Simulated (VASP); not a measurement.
Mo:

```xyz
2
Lattice="2.8039 0.0000 0.0000 -1.4020 2.4283 0.0000 0.0000 0.0000 4.5788" Properties=species:S:1:pos:R:3 pbc="T T T"
Mo    0.0000    1.6188    1.1447
Mo    1.4020    0.8094    3.4341
```

This isn't the form of Mo at room conditions, which is bcc.

```yaml
Program: VASP 6.6.1
Task: relaxation of cell and atoms
Functional: PBEsol
Potentials_or_basis: VASP PAW PBE potentials, release 64 (Mo_sv)
Cutoff: 600 eV
k_mesh: 13 × 13 × 7
Occupations: fermi-dirac, width 0.1 eV
Spin: no spin polarisation
```

At the start: pressure -0.6 GPa; volume 15.59 Å³/atom.

How do energy, volume and symmetry change on relaxing?

Over 18 steps the energy falls by 21.3 meV/atom and the volume is 15.63 Å³/atom (+0.3 %); space group P6_3/mmc (No. 194, to 0.1 Å) before and after.

The path:
```csv
step,energy change (eV),largest force (eV/Å),pressure (GPa),volume (Å³)
1,0.0000,0.0000,-0.65,31.18
2,-0.0121,0.0000,2.07,30.89
3,0.0042,0.0000,11.89,29.99
4,-0.0188,0.0000,4.52,30.64
5,-0.0195,0.0000,6.66,30.44
6,-0.0199,0.0000,5.96,30.50
7,-0.0216,0.0000,6.00,30.51
8,-0.0256,0.0000,6.11,30.51
9,-0.0277,0.0000,6.52,30.53
10,-0.0323,0.0000,5.38,30.65
11,-0.0409,0.0000,2.09,31.04
12,-0.0352,0.0000,-4.00,31.81
13,-0.0423,0.0000,0.10,31.28
14,-0.0423,0.0000,0.23,31.27
15,-0.0424,0.0000,0.21,31.27
16,-0.0425,0.0000,0.16,31.27
17,-0.0426,0.0000,0.04,31.27
18,-0.0426,0.0000,0.06,31.27
```

Final structure:
```
Mo
1.0
     2.73551    0.00000    0.00000
    -1.36775    2.36902    0.00000
     0.00000    0.00000    4.82483
Mo
2
Direct
  0.33333 0.66667 0.25000
  0.66667 0.33333 0.75000
```

Caveat: the PAW data sets were made with another functional, which shifts forces and pressure a little.
